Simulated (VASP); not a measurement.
# HfN (P1) in VASP: single point with PBE

Aim: the single point of HfN with PBE.

Everything below comes from runs of VASP 6.6.1. Logs are shortened: lines on timing, memory, paths and dates and some standing lists are left out, and cuts for length are marked.

**1. The cell of the first run**

The typed cell holds 2 atoms: a = 3.216 Å, b = 3.216 Å, c = 3.216 Å, α = 60.00°, β = 60.00°, γ = 60.00°.

**2. Single point, PBE (all N atoms moved 0.2 Å in one direction)**

Contents of INCAR:

```
PREC = Accurate ; ENCUT = 520
EDIFF = 1E-7 ; ISMEAR = 0
SIGMA = 0.15 ; LREAL = False
LASPH = True ; NELM = 60
ALGO = Normal ; ISIF = 2
LWAVE = False ; LCHARG = True
GGA = PE ; LELF = True
LVHAR = True ; NBANDS = 14
```

Contents of KPOINTS:

```
Automatic mesh
0
Gamma
  12 12 12
```

Contents of POSCAR:

```
HfN
1.0
    0.0000000000      2.2738965622      2.2738965622
    2.2738965622      0.0000000000      2.2738965622
    2.2738965622      2.2738965622      0.0000000000
Hf N
1 1
Direct
   -0.0256432453      0.0311222825     -0.0148396636
    0.5256432453      0.4688777175      0.5148396636
```

Potentials or basis: VASP PAW PBE potentials, release 64 (Hf_pv, N).

Started as:

```sh
$ cat potpaw_PBE.64/Hf_pv/POTCAR potpaw_PBE.64/N/POTCAR > POTCAR
$ mpirun -np 1 vasp_std > vasp.out
```

OUTCAR:

```text
PREC = Accurate
   ENCUT = 520
   EDIFF = 1E-7
   ISMEAR = 0
   LREAL = False
   LASPH = True
   NELM = 60
   ISIF = 2
   GGA = PE

 ion  position               nearest neighbor table
   1  0.974  0.031  0.985-   2 2.09   2 2.21   2 2.26   2 2.31   2 2.36   2 2.46
   2  0.526  0.469  0.515-   1 2.09   1 2.21   1 2.26   1 2.31   1 2.36   1 2.46

  LATTYP: Found a face centered cubic cell.
 ALAT       =     4.5477931244

  Lattice vectors:

 A1 = (   0.0000000000,   2.2738965622,   2.2738965622)
 A2 = (   2.2738965622,   0.0000000000,   2.2738965622)
 A3 = (   2.2738965622,   2.2738965622,   0.0000000000)

Analysis of symmetry for initial positions (statically):
=====================================================================
 Subroutine PRICEL returns:
 Original cell was already a primitive cell.

 Routine SETGRP: Setting up the symmetry group for a
 face centered cubic supercell.

 Subroutine GETGRP returns: Found  1 space group operations
 (whereof  1 operations were pure point group operations)
 out of a pool of 48 trial point group operations.

The static configuration has the point symmetry C_1 .

Analysis of symmetry for dynamics (positions and initial velocities):
=====================================================================
 Subroutine PRICEL returns:
 Original cell was already a primitive cell.

 Routine SETGRP: Setting up the symmetry group for a
 face centered cubic supercell.

 Subroutine GETGRP returns: Found  1 space group operations
 (whereof  1 operations were pure point group operations)
 out of a pool of 48 trial point group operations.

The dynamic configuration has the point symmetry C_1 .

 Subroutine INISYM returns: Found  1 space group operations
 (whereof  1 operations are pure point group operations),
 and found     1 'primitive' translations

----------------------------------------------------------------------------------------

                                     Primitive cell

  volume of cell :      23.5148

  direct lattice vectors                    reciprocal lattice vectors
     0.000000000  2.273896562  2.273896562    -0.219886871  0.219886871  0.219886871
     2.273896562  0.000000000  2.273896562     0.219886871 -0.219886871  0.219886871
     2.273896562  2.273896562  0.000000000     0.219886871  0.219886871 -0.219886871

  length of vectors
     3.215775358  3.215775358  3.215775358     0.380855232  0.380855232  0.380855232

  position of ions in fractional coordinates (direct lattice)
     0.974356755  0.031122283  0.985160336
     0.525643245  0.468877717  0.514839664

  ion indices of the primitive-cell ions
   primitive index   ion index
                 1           1
                 2           2

----------------------------------------------------------------------------------------

 KPOINTS: Automatic mesh

Automatic generation of k-mesh.
 Grid dimensions read from file:
 generate k-points for:   12   12   12

 Generating k-lattice:

  Cartesian coordinates                     Fractional coordinates (reciprocal lattice)
    -0.018323906  0.018323906  0.018323906     0.083333333  0.000000000  0.000000000
     0.018323906 -0.018323906  0.018323906     0.000000000  0.083333333  0.000000000
     0.018323906  0.018323906 -0.018323906     0.000000000  0.000000000  0.083333333

  Length of vectors
     0.031737936  0.031737936  0.031737936

  Shift w.r.t. Gamma in fractional coordinates (k-lattice)
     0.000000000  0.000000000  0.000000000

 Subroutine IBZKPT returns following result:
 ===========================================

 Found    868 irreducible k-points:

 Following reciprocal coordinates:
            Coordinates               Weight
  0.000000  0.000000  0.000000      1.000000
  0.083333  0.000000  0.000000      2.000000
  0.000000  0.083333  0.000000      2.000000
  0.000000  0.000000  0.083333      2.000000
  0.083333  0.083333  0.083333      2.000000
  0.166667  0.000000  0.000000      2.000000
[... 16 lines left out ...]
  0.000000  0.500000  0.000000      1.000000
  0.000000  0.000000  0.500000      1.000000
 [... further k-points ...]
   k-points           NKPTS =    868   k-points in BZ     NKDIM =    868   number of bands    NBANDS=     14
   number of dos      NEDOS =    301   number of ions     NIONS =      2
   total plane-waves  NPLWV =  13824
   dimension x,y,z NGX =    24 NGY =   24 NGZ =   24
   dimension x,y,z NGXF=    48 NGYF=   48 NGZF=   48
   ions per type =               1   1
   NGX,Y,Z   is equivalent  to a cutoff of  12.41, 12.41, 12.41 a.u.
   NGXF,Y,Z  is equivalent  to a cutoff of  24.81, 24.81, 24.81 a.u.
 SYSTEM =  unknown system
   PREC   = accura    normal or accurate (medium, high low for compatibility)
   ISTART =      0    job   : 0-new  1-cont  2-samecut
   ICHARG =      2    charge: 1-file 2-atom 10-const
   ISPIN  =      1    spin polarized calculation?
   LNONCOLLINEAR =      F non collinear calculations
   LSORBIT =      F    spin-orbit coupling
   LASPH  =      T    aspherical Exc in radial PAW
   ENCUT  =  520.0 eV  38.22 Ry    6.18 a.u.   5.98  5.98  5.98*2*pi/ulx,y,z
   NELM   =     60;   NELMIN=  2; NELMDL= -5     # of ELM steps
   EDIFF  = 0.1E-06   stopping-criterion for ELM
   LREAL  =      F    real-space projection
   EDIFFG = 0.1E-05   stopping-criterion for IOM
   NSW    =      0    number of steps for IOM
   IBRION =     -1    ionic relax: 0-MD 1-quasi-New 2-CG
   NFREE  =      0    steps in history (QN), initial steepest desc. (CG)
   ISIF   =      2    stress and relaxation
   ISYM   =      2    0-nonsym 1-usesym 2-fastsym
   POTIM  = 0.5000    time-step for ionic-motion
   TEBEG  =    0.0;   TEEND  =   0.0 temperature during run
   PSTRESS=    0.0 pullay stress
   NELECT =      15.0000    total number of electrons
   NUPDOWN=      -1.0000    fix difference up-down
   EMIN   =  10.00;   EMAX   =-10.00  energy-range for DOS
   EFERMI =   0.00;   METHOD = LEGACY
   ISMEAR =     0;   SIGMA  =   0.15  broadening in eV -4-tet -1-fermi 0-gaus
   EFERMI_NEDOS =   21; number of points for ismear=-14 and -15
   IALGO  =     38    algorithm
   IMIX   =      4    mixing-type and parameters
     AMIX     =   0.40;   BMIX     =  1.00
     AMIX_MAG =   1.60;   BMIX_MAG =  1.00
  volume/ion in A,a.u.               =      11.76        79.34
  Fermi-wavevector in a.u.,A,eV,Ry     =   1.409260  2.663116 27.021368  1.986015
  Thomas-Fermi vector in A             =   2.531334
   LORBIT       =      0    0 simple, 1 ext, 2 COOP (PROOUT), +10 PAW based schemes
   GGA     = PE    functional components
   LHFCALC =     F    Hartree Fock is set to
   AEXX    =    0.0000 exact exchange contribution
   IVDW    =     0    specifies the selected vdW correction
   LEPSILON=     F    determine dielectric tensor
   LRPA    =     F    only Hartree local field effects (RPA)
 non-spin polarized calculation
 Gauss-broadening in eV      SIGMA  =   0.15
  energy-cutoff  :      520.00
  volume of cell :       23.51
 maximum number of plane-waves:       648
   NGX = 11   NGY = 11   NGZ = 11

 number of electron      14.9999999 magnetization

 Free energy of the ion-electron system (eV)
  ---------------------------------------------------
  ext. energy  EPLUGINS =         0.00000000
  ---------------------------------------------------
  free energy    TOTEN  =       -21.54333235 eV

  energy without entropy =      -21.53759216  energy(sigma->0) =      -21.54046225

 E-fermi :   8.1627     XC(G=0): -12.6122

 val. band max:        8.1538329141   @ k =   0.1667   0.0000  -0.1667
 cond. band min:       8.1672550522   @ k =   0.0000   0.0833  -0.1667
 fundamental gap:      0.0134221381
 Fermi energy:         8.1626573407

 k-point     1 :       0.0000    0.0000    0.0000
  band No.  band energies     occupation
      1     -23.0139      2.00000
      2     -22.9717      2.00000
      3     -22.9662      2.00000
      4      -9.1880      2.00000
      5       4.6378      2.00000
      6       4.6971      2.00000
      7       4.7538      2.00000
      8       7.9000      1.98674
      9       8.4276      0.01250
     10       8.5452      0.00031
     11       9.7315      0.00000
     12      10.2820      0.00000
     13      10.8530      0.00000
     14      17.6385      0.00000

 k-point     2 :       0.0833    0.0000    0.0000
  band No.  band energies     occupation
      1     -23.0630      2.00000
      2     -22.9910      2.00000
      3     -22.9750      2.00000
      4      -9.0371      2.00000
      5       3.9614      2.00000
      6       4.4574      2.00000
      7       4.6691      2.00000
      8       8.0013      1.87175
      9       8.3635      0.05830
     10       8.5771      0.00009
     11      10.2567      0.00000
     12      10.8738      0.00000
     13      11.3621      0.00000
     14      18.1693      0.00000

 k-point     3 :       0.0000    0.0833    0.0000
  band No.  band energies     occupation
      1     -23.0655      2.00000
      2     -22.9880      2.00000
      3     -22.9749      2.00000
      4      -9.0383      2.00000
      5       4.0088      2.00000
      6       4.4378      2.00000
      7       4.6043      2.00000
      8       8.0406      1.75031
      9       8.4399      0.00895
     10       8.5235      0.00067
     11      10.2896      0.00000
     12      10.8406      0.00000
     13      11.3374      0.00000
     14      18.1728      0.00000
[... 324 lines left out ...]
 k-point    23 :       0.0000    0.5000    0.0000
  band No.  band energies     occupation
      1     -23.8837      2.00000
      2     -23.0712      2.00000
      3     -23.0533      2.00000
      4      -6.6728      2.00000
      5      -0.4949      2.00000
      6       2.0674      2.00000
      7       2.1081      2.00000
      8      11.1524      0.00000
      9      11.7342      0.00000
     10      11.9585      0.00000
     11      12.7875      0.00000
     12      16.4038      0.00000
     13      17.1203      0.00000
     14      19.5979      0.00000

 k-point    24 :       0.0000    0.0000    0.5000
  band No.  band energies     occupation
      1     -23.8872      2.00000
      2     -23.0841      2.00000
      3     -23.0543      2.00000
      4      -6.6237      2.00000
      5      -0.5364      2.00000
      6       2.1518      2.00000
      7       2.2661      2.00000
      8      11.1698      0.00000
      9      11.4501      0.00000
     10      11.8804      0.00000
     11      12.5742      0.00000
     12      16.2062      0.00000
     13      16.9217      0.00000
     14      19.7691      0.00000

 [... further k-points ...]

------------------------ aborting loop because EDIFF is reached ----------------------------------------

  FORCE on cell =-STRESS in cart. coord.  units (eV):
  Direction    XX          YY          ZZ          XY          YZ          ZX
  --------------------------------------------------------------------------------------
  -------------------------------------------------------------------------------------
  Total       -0.0390136      1.5549004     -0.2960533      0.0874382      0.0258229     -0.0017593
  in kB       -2.6581828    105.9427049    -20.1715078      5.9575793      1.7594380     -0.1198717
  external PRESSURE =      27.7043381 kB  Pullay stress =       0.0000000 kB

 VOLUME and BASIS-vectors are now :
 -----------------------------------------------------------------------------
  energy-cutoff  :      520.00
  volume of cell :       23.51
      direct lattice vectors                 reciprocal lattice vectors
     0.000000000  2.273896562  2.273896562    -0.219886871  0.219886871  0.219886871
     2.273896562  0.000000000  2.273896562     0.219886871 -0.219886871  0.219886871
     2.273896562  2.273896562  0.000000000     0.219886871  0.219886871 -0.219886871

 POSITION                                       TOTAL-FORCE (eV/Angst)
 -----------------------------------------------------------------------------------
      2.31092      4.45574      2.28636        -0.774062      2.115394     -0.257577
      2.23687      2.36595      2.26144         0.774062     -2.115394      0.257577
 -----------------------------------------------------------------------------------
    total drift:                               -0.000110      0.000018      0.000148

  FREE ENERGIE OF THE ION-ELECTRON SYSTEM (eV)
  ---------------------------------------------------
  free  energy   TOTEN  =       -21.5433323523 eV

  energy  without entropy=      -21.5375921559  energy(sigma->0) =      -21.54046225
```

Run time: 70 s. Hardware: 1 thread of Intel Xeon Platinum 8481C at 2.70GHz (Sapphire Rapids), shared host; peak memory 0.39 GiB.

What came out:

```
Free energy   : -21.5433 eV
Pressure      : 2.8 GPa
Largest force : 2.267 eV/Å
```

Forces in eV/Å, atoms in the order of the input:
```
Hf  -0.774  2.115 -0.258
N    0.774 -2.115  0.258
```

Stress tensor (GPa, compression positive):
```
-0.27  0.60 -0.01
 0.60 10.59  0.18
-0.01  0.18 -2.02
```

Levels at points of the mesh, in eV from the Fermi level:
```
           k point  band 5  band 6  band 7  band 8  band 9  band 10  band 11  band 12
(0.00, 0.00, 0.00)   -3.52   -3.47   -3.41   -0.26    0.26     0.38     1.57     2.12
(0.50, 0.00, 0.00)   -8.67   -6.07   -5.98    2.95    3.49     3.79     4.51     8.18
(0.00, 0.50, 0.00)   -8.66   -6.10   -6.05    2.99    3.57     3.80     4.62     8.24
(0.00, 0.00, 0.50)   -8.70   -6.01   -5.90    3.01    3.29     3.72     4.41     8.04
(0.50, 0.50, 0.50)   -8.71   -5.99   -5.87    3.10    3.17     3.66     4.40     7.99
(0.50, 0.50, 0.00)   -5.39   -5.02   -3.77   -2.14    4.25     5.13     5.42     5.45
(0.00, 0.50, 0.50)   -5.38   -4.94   -3.74   -2.25    4.23     5.15     5.41     5.44
(0.50, 0.00, 0.50)   -5.30   -4.21   -3.68   -3.09    4.13     5.02     5.41     5.42
```

Caveat: the cell differs from its parent crystal (all N atoms moved 0.2 Å in one direction); spin-orbit coupling is left out, which moves the levels of the heavy elements; forces of over 1 eV/Å act on the atoms, so gaps and moduli don't describe the material at rest.
